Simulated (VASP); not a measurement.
Wanted: the native input for a VASP 6.6.1 run.

```
Task                   : relaxation of cell and atoms
Functional             : PBE
Potentials or basis    : VASP PAW PBE potentials, release 64 (Ga_d, O)
Cutoff                 : 600 eV
k mesh                 : 6 × 6 × 6
Occupations            : gaussian, width 0.1 eV
Spin                   : no spin polarisation
Dipole correction      : no
Further INCAR settings : ALGO = Normal; EDIFF = 1e-06; IBRION = 2; EDIFFG = -0.04; NSW = 90; ISIF = 3
```

The structure of Ga2O3 lies in POSCAR:

```
Ga2O3
1.0
    2.4912495700      1.4383236100      4.4776701900
   -2.4912495700      1.4383236100      4.4776701900
    0.0000000000     -2.8766472200      4.4776701900
Ga O
4 6
Direct
    0.8554000000      0.8554000000      0.8554000000
    0.6446000000      0.6446000000      0.6446000000
    0.1446000000      0.1446000000      0.1446000000
    0.3554000000      0.3554000000      0.3554000000
    0.0548999900      0.4451000100      0.7500000000
    0.7500000000      0.0548999900      0.4451000100
    0.4451000100      0.7500000000      0.0548999900
    0.9451000100      0.5548999900      0.2500000000
    0.2500000000      0.9451000100      0.5548999900
    0.5548999900      0.2500000000      0.9451000100
```

One way to write it, as run:

INCAR

```
PREC = Accurate ; ENCUT = 600
EDIFF = 1E-6 ; ISMEAR = 0
SIGMA = 0.1 ; LREAL = False
LASPH = True ; NELM = 100
ALGO = Normal ; ISIF = 3
LWAVE = False ; LCHARG = False
GGA = PE ; IBRION = 2
NSW = 90 ; EDIFFG = -0.04
```

KPOINTS

```
Automatic mesh
0
Gamma
  6 6 6
```

Potentials or basis: VASP PAW PBE potentials, release 64 (Ga_d, O).

Launch:

```bash
$ cat potpaw_PBE.64/Ga_d/POTCAR potpaw_PBE.64/O/POTCAR > POTCAR
$ mpirun -np 1 vasp_std > vasp.out
```

It gave:

```json
{"Relaxed volume": "10.09 Å³/atom", "Relaxed cell": "a = 5.405 Å, b = 5.405 Å, c = 5.405 Å, α = 55.85°, β = 55.85°, γ = 55.85°", "Space group after relaxing (to 0.1 Å)": "R-3c (No. 167)", "Energy gained by relaxing": "15.1 meV/atom", "Ionic steps": "5", "Pressure after relaxing": "0.1 GPa", "Largest force after relaxing": "0.032 eV/Å", "Band gap on the k mesh": "2.36 eV (least direct gap 2.60 eV)"}
```

Run time: 23 min on 1 thread of Intel(R) Xeon(R) Platinum 8259CL CPU @ 2.50GHz (Skylake/Cascade Lake) (shared host), peak memory 0.43 GiB.
